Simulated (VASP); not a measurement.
Write the native input for VASP 6.6.1 that does the following.

* Task: single point
* Functional: PBE
* Potentials or basis: VASP PAW PBE potentials, release 64 (Ru_pv)
* Cutoff: 520 eV
* k mesh: 14 × 14 × 8
* Occupations: fermi-dirac, width 0.03 eV
* Spin: no spin polarisation
* Dipole correction: no
* Further INCAR settings: ALGO = Normal; EDIFF = 1e-07; NBANDS = 21

The structure of Ru lies in POSCAR:

```
Ru
1.0
    2.7057993342      0.0000000000      0.0000000000
   -1.3528996671      2.3432909610      0.0000000000
    0.0000000000      0.0000000000      4.2390810000
Ru
2
Direct
    0.3333333333      0.6666666667      0.2500000000
    0.6666666667      0.3333333333      0.7500000000
```

This cell differs from its parent crystal: zz strain of -1 %.

One way to write it, as run:

INCAR

```
SYSTEM = Ru
  ALGO = Normal
  EDIFF = 1E-7
  ENCUT = 520
  GGA = PE
  ISIF = 2
  ISMEAR = -1
  LASPH = .True.
  LCHARG = .False.
  LREAL = .False.
  LWAVE = .False.
  NBANDS = 21
  NELM = 60
  PREC = Accurate
  SIGMA = 0.03
```

KPOINTS

```
k-points
0
Gamma
  14 14 8
  0 0 0
```

Potentials or basis: VASP PAW PBE potentials, release 64 (Ru_pv).

Run with:

```sh
$ cat potpaw_PBE.64/Ru_pv/POTCAR > POTCAR
$ mpirun -np 1 vasp_std > vasp.out
```

Results of the run:

| Property | Result |
| --- | --- |
| Pressure | 8.1 GPa |
| Band gap on the k mesh | zero (bands 14 and 15 overlap by 3.21 eV) |

Caveat: the cell differs from its parent crystal (zz strain of -1 %); the cell stands under pressure.

Run time: 89 s on 1 thread of Intel Xeon 8259CL, on a shared host, peak memory 0.17 GiB.
